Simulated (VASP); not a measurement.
Crystal: NiO.

```
Ni O
1.0
     0.00000    2.07190    2.07190
     2.07190    0.00000    2.07190
     2.07190    2.07190    0.00000
Ni O
1 1
Cartesian
  0.0000 0.0000 0.0000
  2.0719 2.0719 2.0719
```

Base run:

```yaml
Program: VASP 6.6.1
Functional: PBE exchange alone
Potentials_or_basis: VASP PAW PBE potentials, release 64 (Ni, O)
Cutoff: 520 eV
k_mesh: 11 × 11 × 11
Occupations: fermi-dirac, width 0.05 eV
Spin: collinear spin, ferromagnetic start
Starting_moments: "[1.0, 0.0] μB"
```

Its results: pressure 38.1 GPa; net moment 1.85 μB per cell; site moments Ni +1.52; O +0.29 μB.

The run is repeated on the same cell with these changes: functional from PBE exchange alone to RPBE. What comes out?

Pressure 17.1 GPa; net moment 1.74 μB per cell; site moments Ni +1.44; O +0.26 μB.

Caveats: the cell stands under pressure; a cell with one magnetic atom can't hold antiferromagnetic order, which such compounds often take; the PAW data sets were made with another functional, which shifts forces and pressure a little (at least some runs).
